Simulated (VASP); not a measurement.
# WC (I4/mmm) in VASP: notebook

The runs below take WC through single point, with PBE.

Everything below comes from runs of VASP 6.6.1. Logs are shortened: lines on timing, memory, paths and dates and some standing lists are left out, and cuts for length are marked.

### 1 The cell of the first run

Symmetry: I4/mmm, No. 139, tetragonal system. Conventional cell: a = 3.477 Å, b = 3.477 Å, c = 3.476 Å, α = 90.00°, β = 90.00°, γ = 90.00°. W (site symmetry 4/mmm) has 2 C at 1.74 Å within 2.3 Å. Within 2.3 Å of C (site symmetry 4/mmm) lie 2 W at 1.74 Å.

### 2 Single point, PBE

INCAR reads:

```
PREC = Accurate
ENCUT = 520
EDIFF = 1E-7
ISMEAR = 0
SIGMA = 0.15
LREAL = False
LASPH = True
NELM = 80
ALGO = Normal
ISIF = 2
LWAVE = False
LCHARG = False
GGA = PE
NBANDS = 16
```

KPOINTS reads:

```
Automatic mesh
0
Gamma
  26 26 26
```

POSCAR reads:

```
WC
1.0
    0.0000000000      2.4583278246      1.7380377720
    2.4583278246      0.0000000000      1.7380377720
    2.4583278246      2.4583278246      0.0000000000
W C
1 1
Direct
    0.0000000000      0.0000000000      0.0000000000
    0.5000000000      0.5000000000      0.5000000000
```

Potentials or basis: VASP PAW PBE potentials, release 64 (W_sv, C).

Launch:

```bash
> cat potpaw_PBE.64/W_sv/POTCAR potpaw_PBE.64/C/POTCAR > POTCAR
> mpirun -np 1 vasp_std > vasp.out
```

OUTCAR:

```text
PREC = Accurate
   ENCUT = 520
   EDIFF = 1E-7
   ISMEAR = 0
   LREAL = False
   LASPH = True
   NELM = 80
   ISIF = 2
   GGA = PE

 ion  position               nearest neighbor table
   1  0.000  0.000  0.000-   2 1.74   2 1.74   2 2.46   2 2.46   2 2.46   2 2.46
   2  0.500  0.500  0.500-   1 1.74   1 1.74   1 2.46   1 2.46   1 2.46   1 2.46

  LATTYP: Found a body centered tetragonal cell.
 ALAT       =     3.4766005503
 C/A-ratio  =     0.9998489886

  Lattice vectors:

 A1 = (   0.0000000000,  -2.4583278246,  -1.7380377720)
 A2 = (   0.0000000000,   2.4583278246,  -1.7380377720)
 A3 = (   2.4583278246,   0.0000000000,   1.7380377720)

Analysis of symmetry for initial positions (statically):
=====================================================================
 Subroutine PRICEL returns:
 Original cell was already a primitive cell.

 Routine SETGRP: Setting up the symmetry group for a
 body centered tetragonal supercell.

 Subroutine GETGRP returns: Found 16 space group operations
 (whereof 16 operations were pure point group operations)
 out of a pool of 16 trial point group operations.

The static configuration has the point symmetry D_4h.

Analysis of symmetry for dynamics (positions and initial velocities):
=====================================================================
 Subroutine PRICEL returns:
 Original cell was already a primitive cell.

 Routine SETGRP: Setting up the symmetry group for a
 body centered tetragonal supercell.

 Subroutine GETGRP returns: Found 16 space group operations
 (whereof 16 operations were pure point group operations)
 out of a pool of 16 trial point group operations.

The dynamic configuration has the point symmetry D_4h.

 Subroutine INISYM returns: Found 16 space group operations
 (whereof 16 operations are pure point group operations),
 and found     1 'primitive' translations

----------------------------------------------------------------------------------------

                                     Primitive cell

  volume of cell :      21.0072

  direct lattice vectors                    reciprocal lattice vectors
     0.000000000  2.458327825  1.738037772    -0.203390286  0.203390286  0.287680744
     2.458327825  0.000000000  1.738037772     0.203390286 -0.203390286  0.287680744
     2.458327825  2.458327825  0.000000000     0.203390286  0.203390286 -0.287680744

  length of vectors
     3.010672847  3.010672847  3.476600550     0.406811293  0.406811293  0.406811293

  position of ions in fractional coordinates (direct lattice)
     0.000000000  0.000000000  0.000000000
     0.500000000  0.500000000  0.500000000

  ion indices of the primitive-cell ions
   primitive index   ion index
                 1           1
                 2           2

----------------------------------------------------------------------------------------

 KPOINTS: Automatic mesh

Automatic generation of k-mesh.
 Grid dimensions read from file:
 generate k-points for:   26   26   26

 Generating k-lattice:

  Cartesian coordinates                     Fractional coordinates (reciprocal lattice)
    -0.007822703  0.007822703  0.011064644     0.038461538  0.000000000  0.000000000
     0.007822703 -0.007822703  0.011064644     0.000000000  0.038461538  0.000000000
     0.007822703  0.007822703 -0.011064644     0.000000000  0.000000000  0.038461538

  Length of vectors
     0.015646588  0.015646588  0.015646588

  Shift w.r.t. Gamma in fractional coordinates (k-lattice)
     0.000000000  0.000000000  0.000000000

 Subroutine IBZKPT returns following result:
 ===========================================

 Found   1330 irreducible k-points:

 Following reciprocal coordinates:
            Coordinates               Weight
  0.000000  0.000000  0.000000      1.000000
  0.038462  0.000000  0.000000      8.000000
  0.076923  0.000000  0.000000      8.000000
  0.115385  0.000000  0.000000      8.000000
  0.153846  0.000000  0.000000      8.000000
  0.192308 -0.000000  0.000000      8.000000
[... 16 lines left out ...]
  0.346154  0.038462  0.000000      8.000000
  0.384615  0.038462  0.000000      8.000000
 [... further k-points ...]
   k-points           NKPTS =   1330   k-points in BZ     NKDIM =   1330   number of bands    NBANDS=     16
   number of dos      NEDOS =    301   number of ions     NIONS =      2
   total plane-waves  NPLWV =  16128
   dimension x,y,z NGX =    24 NGY =   24 NGZ =   28
   dimension x,y,z NGXF=    48 NGYF=   48 NGZF=   56
   ions per type =               1   1
   NGX,Y,Z   is equivalent  to a cutoff of  13.25, 13.25, 13.39 a.u.
   NGXF,Y,Z  is equivalent  to a cutoff of  26.51, 26.51, 26.78 a.u.
 SYSTEM =  unknown system
   PREC   = accura    normal or accurate (medium, high low for compatibility)
   ISTART =      0    job   : 0-new  1-cont  2-samecut
   ICHARG =      2    charge: 1-file 2-atom 10-const
   ISPIN  =      1    spin polarized calculation?
   LNONCOLLINEAR =      F non collinear calculations
   LSORBIT =      F    spin-orbit coupling
   LASPH  =      T    aspherical Exc in radial PAW
   ENCUT  =  520.0 eV  38.22 Ry    6.18 a.u.   5.60  5.60  6.46*2*pi/ulx,y,z
   NELM   =     80;   NELMIN=  2; NELMDL= -5     # of ELM steps
   EDIFF  = 0.1E-06   stopping-criterion for ELM
   LREAL  =      F    real-space projection
   EDIFFG = 0.1E-05   stopping-criterion for IOM
   NSW    =      0    number of steps for IOM
   IBRION =     -1    ionic relax: 0-MD 1-quasi-New 2-CG
   NFREE  =      0    steps in history (QN), initial steepest desc. (CG)
   ISIF   =      2    stress and relaxation
   ISYM   =      2    0-nonsym 1-usesym 2-fastsym
   POTIM  = 0.5000    time-step for ionic-motion
   TEBEG  =    0.0;   TEEND  =   0.0 temperature during run
   PSTRESS=    0.0 pullay stress
   NELECT =      18.0000    total number of electrons
   NUPDOWN=      -1.0000    fix difference up-down
   EMIN   =  10.00;   EMAX   =-10.00  energy-range for DOS
   EFERMI =   0.00;   METHOD = LEGACY
   ISMEAR =     0;   SIGMA  =   0.15  broadening in eV -4-tet -1-fermi 0-gaus
   EFERMI_NEDOS =   21; number of points for ismear=-14 and -15
   IALGO  =     38    algorithm
   IMIX   =      4    mixing-type and parameters
     AMIX     =   0.40;   BMIX     =  1.00
     AMIX_MAG =   1.60;   BMIX_MAG =  1.00
  volume/ion in A,a.u.               =      10.50        70.88
  Fermi-wavevector in a.u.,A,eV,Ry     =   1.554925  2.938382 32.896047  2.417791
  Thomas-Fermi vector in A             =   2.658940
   LORBIT       =      0    0 simple, 1 ext, 2 COOP (PROOUT), +10 PAW based schemes
   GGA     = PE    functional components
   LHFCALC =     F    Hartree Fock is set to
   AEXX    =    0.0000 exact exchange contribution
   IVDW    =     0    specifies the selected vdW correction
   LEPSILON=     F    determine dielectric tensor
   LRPA    =     F    only Hartree local field effects (RPA)
 non-spin polarized calculation
 Gauss-broadening in eV      SIGMA  =   0.15
  energy-cutoff  :      520.00
  volume of cell :       21.01
 maximum number of plane-waves:       586
   NGX = 11   NGY = 11   NGZ = 13

 number of electron      18.0000001 magnetization

 Free energy of the ion-electron system (eV)
  ---------------------------------------------------
  ext. energy  EPLUGINS =         0.00000000
  ---------------------------------------------------
  free energy    TOTEN  =       -17.01746104 eV

  energy without entropy =      -17.00136346  energy(sigma->0) =      -17.00941225

 E-fermi :  12.2923     XC(G=0): -13.5387

 val. band max:       12.2905922217   @ k =   0.3462   0.0385   0.0769
 cond. band min:      12.2951465015   @ k =  -0.3846   0.0385   0.1923
 fundamental gap:      0.0045542798
 Fermi energy:        12.2922858191

 k-point     1 :       0.0000    0.0000    0.0000
  band No.  band energies     occupation
      1     -62.5529      2.00000
      2     -27.4416      2.00000
      3     -26.5497      2.00000
      4     -26.5497      2.00000
      5      -3.7952      2.00000
      6       8.6537      2.00000
[... 8 lines left out ...]
     15      26.1966      0.00000
     16      30.8882      0.00000

 k-point     2 :       0.0385    0.0000    0.0000
  band No.  band energies     occupation
      1     -62.5523      2.00000
      2     -27.4458      2.00000
      3     -26.5542      2.00000
      4     -26.5526      2.00000
      5      -3.7476      2.00000
      6       8.4321      2.00000
[... 8 lines left out ...]
     15      26.2863      0.00000
     16      30.6317      0.00000

 k-point     3 :       0.0769    0.0000    0.0000
  band No.  band energies     occupation
      1     -62.5506      2.00000
      2     -27.4581      2.00000
      3     -26.5669      2.00000
      4     -26.5611      2.00000
      5      -3.6057      2.00000
      6       7.8370      2.00000
[... 8 lines left out ...]
     15      26.5221      0.00000
     16      30.0978      0.00000

 k-point     4 :       0.1154    0.0000    0.0000
  band No.  band energies     occupation
      1     -62.5479      2.00000
      2     -27.4787      2.00000
      3     -26.5861      2.00000
      4     -26.5748      2.00000
      5      -3.3725      2.00000
      6       7.1632      2.00000
[... 8 lines left out ...]
     15      26.8041      0.00000
     16      29.6746      0.00000
[... 324 lines left out ...]
 k-point    22 :       0.3077    0.0385    0.0000
  band No.  band energies     occupation
      1     -62.5253      2.00000
      2     -27.6860      2.00000
      3     -26.6892      2.00000
      4     -26.6859      2.00000
      5      -0.7620      2.00000
      6       4.5047      2.00000
[... 8 lines left out ...]
     15      26.2580      0.00000
     16      28.3177      0.00000

 k-point    23 :       0.3462    0.0385    0.0000
  band No.  band energies     occupation
      1     -62.5209      2.00000
      2     -27.7285      2.00000
      3     -26.7068      2.00000
      4     -26.7043      2.00000
      5      -0.1073      2.00000
      6       4.1450      2.00000
[... 8 lines left out ...]
     15      25.0083      0.00000
     16      28.0273      0.00000

 k-point    24 :       0.3846    0.0385    0.0000
  band No.  band energies     occupation
      1     -62.5172      2.00000
      2     -27.7650      2.00000
      3     -26.7245      2.00000
      4     -26.7162      2.00000
      5       0.5676      2.00000
      6       3.8009      2.00000
[... 8 lines left out ...]
     15      23.8786      0.00000
     16      27.5808      0.00000

 [... further k-points ...]
[... 5 lines left out ...]
  --------------------------------------------------------------------------------------
  -------------------------------------------------------------------------------------
  Total       -2.9008772     -2.9008772     41.9218864      0.0000000     -0.0000000      0.0000000
  in kB     -221.2438095   -221.2438095   3197.2941970      0.0000000     -0.0000000      0.0000000
  external PRESSURE =     918.2688593 kB  Pullay stress =       0.0000000 kB

 VOLUME and BASIS-vectors are now :
 -----------------------------------------------------------------------------
  energy-cutoff  :      520.00
  volume of cell :       21.01
      direct lattice vectors                 reciprocal lattice vectors
     0.000000000  2.458327825  1.738037772    -0.203390286  0.203390286  0.287680744
     2.458327825  0.000000000  1.738037772     0.203390286 -0.203390286  0.287680744
     2.458327825  2.458327825  0.000000000     0.203390286  0.203390286 -0.287680744

 POSITION                                       TOTAL-FORCE (eV/Angst)
 -----------------------------------------------------------------------------------
      0.00000      0.00000      0.00000        -0.000000      0.000000      0.000000
      2.45833      2.45833      1.73804         0.000000     -0.000000      0.000000
 -----------------------------------------------------------------------------------
    total drift:                                0.000000     -0.000000     -0.000000

  FREE ENERGIE OF THE ION-ELECTRON SYSTEM (eV)
  ---------------------------------------------------
  free  energy   TOTEN  =       -17.0174610397 eV

  energy  without entropy=      -17.0013634630  energy(sigma->0) =      -17.00941225
```

It took 2.3 min on 1 thread of Intel Xeon 6975P-C (Granite Rapids), shared host; peak memory 0.53 GiB.

What came out:

| Quantity | Value |
| --- | --- |
| Free energy | -17.0175 eV |
| Pressure | 91.8 GPa |
| Band gap on the k mesh | zero (bands 9 and 10 overlap by 3.55 eV) |

Stress tensor (GPa, compression positive):
```
-22.12   0.00   0.00
  0.00 -22.12   0.00
  0.00   0.00 319.73
```

Caveat: the stress differs along the axes, from -22 to 320 GPa; spin-orbit coupling is left out, which moves the levels of the heavy elements.

### 3 Single point, PBE

This run uses another cell than the first one, of the same volume but with other edges.

INCAR reads:

```
SYSTEM = WC
ALGO = Normal
EDIFF = 1E-6
ENCUT = 520
GGA = PE
ISIF = 2
ISMEAR = 0
LASPH = .TRUE.
LCHARG = .TRUE.
LELF = .TRUE.
LREAL = .FALSE.
LVHAR = .TRUE.
LWAVE = .FALSE.
NBANDS = 16
NELM = 60
PREC = Accurate
SIGMA = 0.15
```

KPOINTS reads:

```
k-points
0
G
  26 26 26
  0 0 0
```

POSCAR reads:

```
WC
1.0
    0.0000000000      1.9511760874      2.7589629876
    1.9511760874      0.0000000000      2.7589629876
    1.9511760874      1.9511760874      0.0000000000
W C
1 1
Direct
    0.0000000000      0.0000000000      0.0000000000
    0.5000000000      0.5000000000      0.5000000000
```

Potentials or basis: VASP PAW PBE potentials, release 64 (W_sv, C).

Launch:

```bash
> cat potpaw_PBE.64/W_sv/POTCAR potpaw_PBE.64/C/POTCAR > POTCAR
> mpirun -np 1 vasp_std > vasp.out
```

OUTCAR:

```text
SYSTEM = WC
   EDIFF = 1E-6
   ENCUT = 520
   GGA = PE
   ISIF = 2
   ISMEAR = 0
   LASPH = .TRUE.
   LREAL = .FALSE.
   NELM = 60
   PREC = Accurate

 ion  position               nearest neighbor table
   1  0.000  0.000  0.000-   2 1.95   2 1.95   2 1.95   2 1.95   2 2.76   2 2.76
   2  0.500  0.500  0.500-   1 1.95   1 1.95   1 1.95   1 1.95   1 2.76   1 2.76

  LATTYP: Found a body centered tetragonal cell.
 ALAT       =     2.7593796854
 C/A-ratio  =     1.9996979772

  Lattice vectors:

 A1 = (  -1.9511760874,   0.0000000000,   2.7589629876)
[... 628 lines left out ...]
      5      -0.4369      2.00000
      6       4.3002      2.00000
[... 8 lines left out ...]
     15      26.6766      0.00000
     16      27.9018      0.00000

 [... further k-points ...]
[... 5 lines left out ...]
  --------------------------------------------------------------------------------------
  -------------------------------------------------------------------------------------
  Total       16.4493756     16.4493756     -1.7650074      0.0000000      0.0000000      0.0000000
  in kB     1254.5593165   1254.5593165   -134.6134043      0.0000000      0.0000000      0.0000000
  external PRESSURE =     791.5017429 kB  Pullay stress =       0.0000000 kB

 VOLUME and BASIS-vectors are now :
 -----------------------------------------------------------------------------
  energy-cutoff  :      520.00
  volume of cell :       21.01
      direct lattice vectors                 reciprocal lattice vectors
     0.000000000  1.951176087  2.758962988    -0.256255703  0.256255703  0.181227513
     1.951176087  0.000000000  2.758962988     0.256255703 -0.256255703  0.181227513
     1.951176087  1.951176087  0.000000000     0.256255703  0.256255703 -0.181227513

 POSITION                                       TOTAL-FORCE (eV/Angst)
 -----------------------------------------------------------------------------------
      0.00000      0.00000      0.00000         0.000000      0.000000     -0.000000
      1.95118      1.95118      2.75896        -0.000000     -0.000000      0.000000
 -----------------------------------------------------------------------------------
    total drift:                               -0.000000      0.000000      0.000000

  FREE ENERGIE OF THE ION-ELECTRON SYSTEM (eV)
  ---------------------------------------------------
  free  energy   TOTEN  =       -19.3809298738 eV

  energy  without entropy=      -19.3682002363  energy(sigma->0) =      -19.37456506
```

stdout:

```text
POSCAR found type information on POSCAR W C
 POSCAR found :  2 types and       2 ions
 scaLAPACK will be used
 LDA part: xc-table for (Slater+PW92), standard interpolation
 POSCAR, INCAR and KPOINTS ok, starting setup
 FFT: planning ... GRIDC
 FFT: planning ... GRID_SOFT
 FFT: planning ... GRID
 WAVECAR not read
 entering main loop
```

Run time: 3 min. Hardware: 1 thread of Intel Xeon 6975P-C (Granite Rapids), shared host; peak memory 0.54 GiB.

Results:

| Quantity | Value |
| --- | --- |
| Free energy | -19.3809 eV |
| Pressure | 79.2 GPa |
| Band gap on the k mesh | zero (bands 9 and 10 overlap by 4.14 eV) |

Levels at points of the mesh, in eV from the Fermi level:
```csv
k point,band 5,band 6,band 7,band 8,band 9,band 10,band 11,band 12,band 13,band 14
"(0.00, 0.00, 0.00)",-15.82,-5.07,-4.30,-1.84,-0.36,-0.36,-0.33,-0.33,1.18,11.03
"(0.50, 0.00, 0.00)",-10.25,-9.87,-7.46,-7.10,1.43,1.63,3.97,4.27,5.67,12.19
"(0.50, 0.50, 0.00)",-14.66,-6.72,-5.87,-0.77,-0.77,1.49,2.17,2.17,3.29,10.52
"(0.50, 0.00, 0.50)",-14.08,-4.93,-3.55,-2.51,-2.15,-0.41,0.30,5.13,8.74,9.52
```

Caveat: the stress differs along the axes, from -13 to 125 GPa; spin-orbit coupling is left out, which moves the levels of the heavy elements.
